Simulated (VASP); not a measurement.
Input of a VASP 6.6.1 run:

INCAR

```
PREC = Accurate
ENCUT = 600
EDIFF = 1E-6
ISMEAR = 0
SIGMA = 0.1
LREAL = F
LASPH = T
NELM = 100
ALGO = Normal
ISIF = 3
LWAVE = F
LCHARG = F
GGA = PE
IBRION = 2
NSW = 90
EDIFFG = -0.04
```

The input KPOINTS:

```
Automatic mesh
0
Gamma
  6 6 4
```

POSCAR

```
Mg3Si2N
1.0
    4.9356397200      0.0000000000      0.0000000000
   -2.4678198600      4.2743893900      0.0000000000
    0.0000000000      0.0000000000      5.1870591500
Mg Si N
3 2 1
Direct
    0.5000000000      0.0000000000      0.5000000000
    0.0000000000      0.5000000000      0.5000000000
    0.5000000000      0.5000000000      0.5000000000
    0.0000000000      0.0000000000      0.8345082500
    0.0000000000      0.0000000000      0.1654917500
    0.0000000000      0.0000000000      0.5000000000
```

Potentials or basis: VASP PAW PBE potentials, release 64 (Mg, Si, N).

Run with:

```bash
$ cat potpaw_PBE.64/Mg/POTCAR potpaw_PBE.64/Si/POTCAR potpaw_PBE.64/N/POTCAR > POTCAR
$ mpirun -np 1 vasp_std > vasp.out
```

Q: What does it give for the relaxed cell?

A: a = 5.612 Å, b = 5.612 Å, c = 6.440 Å, α = 90.00°, β = 90.00°, γ = 120.00°.

Q: Estimate the space group after relaxing (to 0.1 Å).

A: P6/mmm (No. 191).

Q: What does it give for the band gap on the k mesh?

A: Zero (an odd number of electrons rules out a gap without spin polarisation).

Q: Estimate the relaxed volume.

A: 29.28 Å³/atom.

Stress tensor (GPa, compression positive):
```
-0.06  0.00  0.00
 0.00 -0.06  0.00
 0.00  0.00  0.15
```

Caveat: the volume moved by over 15 % at a fixed basis, so the end points are rough.
